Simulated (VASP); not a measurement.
PtSe2: single point with PBE+D3(BJ)

The system is PtSe2, a slab with vacuum.

```
Se Pt
1.0
     3.70704    0.00000    0.00000
    -1.85352    3.21039    0.00000
     0.00000    0.00000   22.79816
Se Pt
4 2
Cartesian
  1.8535 1.0701 4.5000
  0.0000 2.1403 7.1491
  1.8535 3.2104 10.8091
  0.0000 4.2805 13.4582
  0.0000 0.0000 5.8245
  0.0000 2.1403 12.1336
```

This cell differs from its parent crystal: layers slid over each other.

* Program: VASP 6.6.1
* Task: single point
* Functional: PBE
* Dispersion: D3(BJ)
* Potentials or basis: VASP PAW PBE potentials, release 64 (Se, Pt)
* Cutoff: 520 eV
* k mesh: 9 × 9 × 1
* Occupations: gaussian, width 0.05 eV
* Spin: no spin polarisation

```yaml
Largest_force: 0.087 eV/Å
Band_gap_on_the_k_mesh: 1.09 eV (least direct gap 1.29 eV)
Dispersion_energy_per_atom: -0.340 eV
```

Forces on the atoms (eV/Å):
```
Se   0.000  0.000  0.001
Se   0.000  0.000  0.087
Se   0.000  0.000 -0.087
Se   0.000  0.000 -0.001
Pt   0.000  0.000  0.061
Pt   0.000  0.000 -0.061
```

Levels at points of the mesh, in eV from the valence-band top:
```csv
k point,band 18,band 19,band 20,band 21,band 22,band 23,band 24,band 25,band 26,band 27
"(0.00, 0.00, 0.00)",-0.41,-0.16,-0.16,-0.13,-0.13,2.79,2.79,2.83,2.83,4.37
```

It took 5.4 min on 1 thread of Intel(R) Xeon(R) Platinum 8375C CPU @ 2.90GHz (Ice Lake), with other jobs on the host, peak memory 0.41 GiB.

Caveat: the cell differs from its parent crystal (layers slid over each other); spin-orbit coupling is left out, which moves the levels of the heavy elements.
